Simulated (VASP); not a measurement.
**Pd: single point with PBE**

Crystal: Pd.

```
Pd
1.0
     0.00000    1.97099    1.97099
     1.97099    0.00000    1.97099
     1.97099    1.97099    0.00000
Pd
1
Direct
  0.00000 0.00000 0.00000
```

```yaml
Program: VASP 6.6.1
Task: single point
Functional: PBE
Potentials_or_basis: VASP PAW PBE potentials, release 64 (Pd)
Cutoff: 520 eV
k_mesh: 18 × 18 × 18
Occupations: gaussian, width 0.05 eV
Spin: non-collinear spin, zero start, spin-orbit coupling
Starting_moments: "[[0.0, 0.0, 0.0]] μB"
```

```json
{"Pressure": "-0.2 GPa", "Net moment": "0.00 μB per cell", "Valence electrons inside the program's atomic spheres": "Pd 9.37"}
```

Moments on the atoms (μB; x, y, z):
```
Pd  0.00 0.00 0.00
```

Wall time 95 s on 1 thread of Intel(R) Xeon(R) Platinum 8259CL CPU @ 2.50GHz (Skylake/Cascade Lake), with other jobs on the host, peak memory 0.25 GiB.
